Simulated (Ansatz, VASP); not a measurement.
## Rh in VASP and in Ansatz

```
CELL_PARAMETERS angstrom
2.73098 0.00000 0.00000
-1.36549 2.36510 0.00000
0.00000 0.00000 4.25135
ATOMIC_POSITIONS crystal
Rh 0.33333 0.66667 0.25000
Rh 0.66667 0.33333 0.75000
```

Alike in both runs: task single point; functional PBEsol; k mesh 9 × 9 × 5; occupations fermi-dirac, width 0.05 eV; no spin polarisation.

```csv
,VASP,Ansatz
version,VASP 6.6.1,Ansatz 0.2.0
potentials or method,"VASP PAW PBE potentials, release 64 (Rh_pv)",Ansatz PAW
plane-wave cutoff (eV),520,420
valence electrons in the cell,30,34
```

Ansatz gave:

| Item | Value |
| --- | --- |
| gap on the k mesh at the Fermi level (eV) | none |
| pressure (GPa) | -2.8 |
| traceless stress, the component that is largest in VASP (GPa) | 8.90 |

Question: What did VASP give for the same quantities?

Answer: gap on the k mesh at the Fermi level (eV): none; pressure (GPa): -2.9; traceless stress, the component that is largest in VASP (GPa): 8.90.

VASP's potentials were made for PBE, not for PBEsol. A gap of «none» marks a metal or a gap that the smearing closes. VASP's potentials hold 30 valence electrons a cell and Ansatz's 34, so a difference there can come from the potentials and not from the codes.
